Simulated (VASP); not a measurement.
A run of VASP 6.6.1:

The input POSCAR:

```
Ge
1.0
    0.0000000000      2.8808450516      2.8066145844
    2.8808450516      0.0000000000      2.8066145844
    2.8808450516      2.8808450516      0.0000000000
Ge
2
Direct
    0.0000000000      0.0000000000      0.0000000000
    0.2500000000      0.2500000000      0.2500000000
```

File INCAR.step1:

```
SYSTEM = Ge
ALGO = Normal
EDIFF = 1E-4
ENCUT = 520
GGA = PE
ISMEAR = -1
LASPH = .True.
LCHARG = .False.
LREAL = .False.
LWAVE = .True.
NBANDS = 21
NELM = 60
PREC = Accurate
SIGMA = 0.02
```

The input INCAR.step2:

```
SYSTEM = Ge
ALGO = Normal
EDIFF = 1E-7
ENCUT = 520
ISIF = 2
ISMEAR = -1
ISTART = 1
LASPH = .True.
LCHARG = .False.
LMIXTAU = .True.
LREAL = .False.
LWAVE = .False.
METAGGA = R2SCAN
NBANDS = 21
NELM = 60
PREC = Accurate
SIGMA = 0.02
```

Contents of KPOINTS:

```
k-points
0
Gamma
  8 8 8
  0 0 0
```

Potentials or basis: VASP PAW PBE potentials, release 64 (Ge_d).

Run with:

```console
$ cat potpaw_PBE.64/Ge_d/POTCAR > POTCAR
$ cp INCAR.step1 INCAR
$ mpirun -np 1 vasp_std > vasp.out
$ cp INCAR.step2 INCAR
$ mpirun -np 1 vasp_std > vasp.out
```

Hardware: 1 thread of Intel(R) Xeon(R) 6975P-C (Granite Rapids), on a shared host.

Task: Estimate the wall time of this run.

Result: It took 120 s on 1 thread of Intel(R) Xeon(R) 6975P-C (Granite Rapids), on a shared host, peak memory 0.19 GiB. Counts: k points 59.
